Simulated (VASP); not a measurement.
# HoC (F-43m) in VASP: single point with PBEsol

Aim: the single point of HoC with PBEsol.

Everything below comes from runs of VASP 6.6.1. Logs are shortened: lines on timing, memory, paths and dates and some standing lists are left out, and cuts for length are marked.

### 1 The cell of the first run

Symmetry: F-43m, No. 216, cubic system. The conventional cell has a = 5.278 Å, b = 5.278 Å, c = 5.278 Å, α = 90.00°, β = 90.00°, γ = 90.00°. Within 3.0 Å of Ho (site symmetry -43m) lie 4 C at 2.29 Å. C (site symmetry -43m) has 4 Ho at 2.29 Å within 3.0 Å.

### 2 Single point, PBEsol, collinear spin, ferromagnetic start

Contents of INCAR:

```
SYSTEM = HoC
  PREC = Accurate
  ENCUT = 520
  EDIFF = 1E-6
  ISMEAR = 0
  SIGMA = 0.05
  LREAL = .False.
  LASPH = .True.
  NELM = 150
  ALGO = Normal
  ISIF = 2
  LWAVE = .False.
  LCHARG = .False.
  ISPIN = 2
  MAGMOM = 4.23 0
  LORBIT = 11
  LMAXMIX = 6
  GGA = PS
  NBANDS = 24
```

Contents of KPOINTS:

```
regular mesh
0
Gamma
  10 10 10
  0 0 0
```

Contents of POSCAR:

```
HoC
1.0
    0.0000000000      2.6390082925      2.6390082925
    2.6390082925      0.0000000000      2.6390082925
    2.6390082925      2.6390082925      0.0000000000
Ho C
1 1
Direct
    0.0000000000      0.0000000000      0.0000000000
    0.2500000000      0.2500000000      0.2500000000
```

Potentials or basis: VASP PAW PBE potentials, release 64 (Ho, C).

Command:

```console
$ cat potpaw_PBE.64/Ho/POTCAR potpaw_PBE.64/C/POTCAR > POTCAR
$ mpirun -np 1 vasp_std > vasp.out
```

OUTCAR:

```text
SYSTEM = HoC
   PREC = Accurate
   ENCUT = 520
   EDIFF = 1E-6
   ISMEAR = 0
   LREAL = .False.
   LASPH = .True.
   NELM = 150
   ISIF = 2
   ISPIN = 2
   LORBIT = 11
   GGA = PS

 ion  position               nearest neighbor table
   1  0.000  0.000  0.000-   2 2.29   2 2.29   2 2.29   2 2.29
   2  0.250  0.250  0.250-   1 2.29   1 2.29   1 2.29   1 2.29

  LATTYP: Found a face centered cubic cell.
 ALAT       =     5.2780165850

  Lattice vectors:

 A1 = (   0.0000000000,   2.6390082925,   2.6390082925)
 A2 = (   2.6390082925,   0.0000000000,   2.6390082925)
 A3 = (   2.6390082925,   2.6390082925,   0.0000000000)

Analysis of symmetry for initial positions (statically):
=====================================================================
 Subroutine PRICEL returns:
 Original cell was already a primitive cell.

 Routine SETGRP: Setting up the symmetry group for a
 face centered cubic supercell.

 Subroutine GETGRP returns: Found 24 space group operations
 (whereof 24 operations were pure point group operations)
 out of a pool of 48 trial point group operations.

The static configuration has the point symmetry T_d .

Analysis of symmetry for dynamics (positions and initial velocities):
=====================================================================
 Subroutine PRICEL returns:
 Original cell was already a primitive cell.

 Routine SETGRP: Setting up the symmetry group for a
 face centered cubic supercell.

 Subroutine GETGRP returns: Found 24 space group operations
 (whereof 24 operations were pure point group operations)
 out of a pool of 48 trial point group operations.

The dynamic configuration has the point symmetry T_d .

Analysis of structural, dynamic, and magnetic symmetry:
=====================================================================
 Subroutine PRICEL returns:
 Original cell was already a primitive cell.

 Routine SETGRP: Setting up the symmetry group for a
 face centered cubic supercell.

 Subroutine GETGRP returns: Found 24 space group operations
 (whereof 24 operations were pure point group operations)
 out of a pool of 48 trial point group operations.

The overall configuration has the point symmetry T_d .

 Subroutine INISYM returns: Found 24 space group operations
 (whereof 24 operations are pure point group operations),
[... 115 lines left out ...]
     AMIX     =   0.40;   BMIX     =  1.00
     AMIX_MAG =   1.60;   BMIX_MAG =  1.00
  volume/ion in A,a.u.               =      18.38       124.03
  Fermi-wavevector in a.u.,A,eV,Ry     =   1.439696  2.720631 28.201123  2.072724
  Thomas-Fermi vector in A             =   2.558523
   LORBIT       =     11    0 simple, 1 ext, 2 COOP (PROOUT), +10 PAW based schemes
   GGA     = PS    functional components
   LHFCALC =     F    Hartree Fock is set to
   AEXX    =    0.0000 exact exchange contribution
   IVDW    =     0    specifies the selected vdW correction
   LEPSILON=     F    determine dielectric tensor
   LRPA    =     F    only Hartree local field effects (RPA)
 spin polarized calculation
 Gauss-broadening in eV      SIGMA  =   0.05
  energy-cutoff  :      520.00
  volume of cell :       36.76
 maximum number of plane-waves:       999
   NGX = 13   NGY = 13   NGZ = 13

 number of electron      25.0000012 magnetization       3.9842288

 Free energy of the ion-electron system (eV)
  ---------------------------------------------------
  ext. energy  EPLUGINS =         0.00000000
  ---------------------------------------------------
  free energy    TOTEN  =       -15.07683908 eV

  energy without entropy =      -15.05998716  energy(sigma->0) =      -15.06841312

 E-fermi :   1.7427     XC(G=0): -10.7458

 val. band max:        1.7401264681   @ k =   0.5000   0.4000   0.0000
 cond. band min:       1.7441888970   @ k =   0.4000   0.3000   0.0000
 fundamental gap:      0.0040624289
 Fermi energy:         1.7426998619

 spin component 1

 k-point     1 :       0.0000    0.0000    0.0000
  band No.  band energies     occupation
      1     -45.6405      1.00000
      2     -20.2775      1.00000
      3     -20.2775      1.00000
      4     -20.2775      1.00000
      5      -7.7352      1.00000
      6      -1.4937      1.00000
[... 637 lines left out ...]
     23      16.2531      0.00000
     24      17.0473      0.00000

 [... further k-points ...]

 spin component 2

 k-point     1 :       0.0000    0.0000    0.0000
  band No.  band energies     occupation
      1     -43.9557      1.00000
      2     -19.0684      1.00000
      3     -19.0684      1.00000
      4     -19.0684      1.00000
      5      -7.5972      1.00000
      6       0.3364      1.00000
[... 637 lines left out ...]
     23      16.5188      0.00000
     24      17.3987      0.00000

 [... further k-points ...]

------------------------ aborting loop because EDIFF is reached ----------------------------------------

  FORCE on cell =-STRESS in cart. coord.  units (eV):
  Direction    XX          YY          ZZ          XY          YZ          ZX
  --------------------------------------------------------------------------------------
  -------------------------------------------------------------------------------------
  Total        0.0350767      0.0350767      0.0350767      0.0000000      0.0000000      0.0000000
  in kB        1.5288911      1.5288911      1.5288911      0.0000000      0.0000000      0.0000000
  external PRESSURE =       1.5288911 kB  Pullay stress =       0.0000000 kB

 VOLUME and BASIS-vectors are now :
 -----------------------------------------------------------------------------
  energy-cutoff  :      520.00
  volume of cell :       36.76
      direct lattice vectors                 reciprocal lattice vectors
     0.000000000  2.639008292  2.639008292    -0.189465111  0.189465111  0.189465111
     2.639008292  0.000000000  2.639008292     0.189465111 -0.189465111  0.189465111
     2.639008292  2.639008292  0.000000000     0.189465111  0.189465111 -0.189465111

 POSITION                                       TOTAL-FORCE (eV/Angst)
 -----------------------------------------------------------------------------------
      0.00000      0.00000      0.00000         0.000000      0.000000      0.000000
      1.31950      1.31950      1.31950        -0.000000     -0.000000     -0.000000
 -----------------------------------------------------------------------------------
    total drift:                               -0.000000     -0.000000     -0.000000

  FREE ENERGIE OF THE ION-ELECTRON SYSTEM (eV)
  ---------------------------------------------------
  free  energy   TOTEN  =       -15.0768390773 eV

  energy  without entropy=      -15.0599871635  energy(sigma->0) =      -15.06841312

 total charge

# of ion       s       p       d       f       tot
--------------------------------------------------
    1        2.105   5.742   0.685  10.043  18.575
    2        0.931   1.380   0.000   0.000   2.311
--------------------------------------------------
tot          3.036   7.122   0.685  10.043  20.886

 magnetization (x)

# of ion       s       p       d       f       tot
--------------------------------------------------
    1        0.008  -0.029   0.073   3.796   3.848
    2       -0.003   0.019   0.000   0.000   0.015
--------------------------------------------------
tot          0.005  -0.010   0.073   3.796   3.864
```

OSZICAR:

```text
N       E                     dE             d eps       ncg     rms          rms(c)
DAV:   1     0.128904397100E+03    0.12890E+03   -0.88271E+03  6528   0.542E+03
DAV:   2    -0.363712491444E+01   -0.13254E+03   -0.11796E+03  6336   0.507E+02
DAV:   3    -0.187892847813E+02   -0.15152E+02   -0.14755E+02  5856   0.992E+01
[... 25 lines left out ...]
DAV:  29    -0.150768667830E+02   -0.80313E-04   -0.36595E-04  8752   0.526E-01    0.496E-01
DAV:  30    -0.150768003764E+02    0.66407E-04   -0.11040E-04  7960   0.260E-01    0.413E-01
DAV:  31    -0.150768267846E+02   -0.26408E-04   -0.25575E-05  7768   0.133E-01    0.244E-01
DAV:  32    -0.150768510069E+02   -0.24222E-04   -0.16805E-05  7152   0.141E-01    0.388E-01
DAV:  33    -0.150768393022E+02    0.11705E-04   -0.32188E-06  3448   0.847E-02    0.251E-01
DAV:  34    -0.150768390773E+02    0.22493E-06   -0.10909E-06  2944   0.359E-02
   1 F= -.15076839E+02 E0= -.15068413E+02  d E =-.168519E-01  mag=     3.9847
```

Wall time 5.2 min (1 thread of Oxide Virtual Turin-like, shared host); peak memory 0.19 GiB.

Results:

```yaml
Free_energy: -15.0768 eV
Pressure: 0.2 GPa
Net_moment: 3.98 μB per cell
Site_moments: Ho +3.85; C +0.01 μB
Valence_electrons_inside_the_program's_atomic_spheres: Ho 18.57; C 2.31
```

Caveat: the magnetic or orbital state may not be the lowest; the PAW data sets were made with another functional, which shifts forces and pressure a little; spin-orbit coupling is left out, which moves the levels of the heavy elements; without U or exact exchange the open f shell lies at the Fermi level, which spoils levels, moments and volumes.
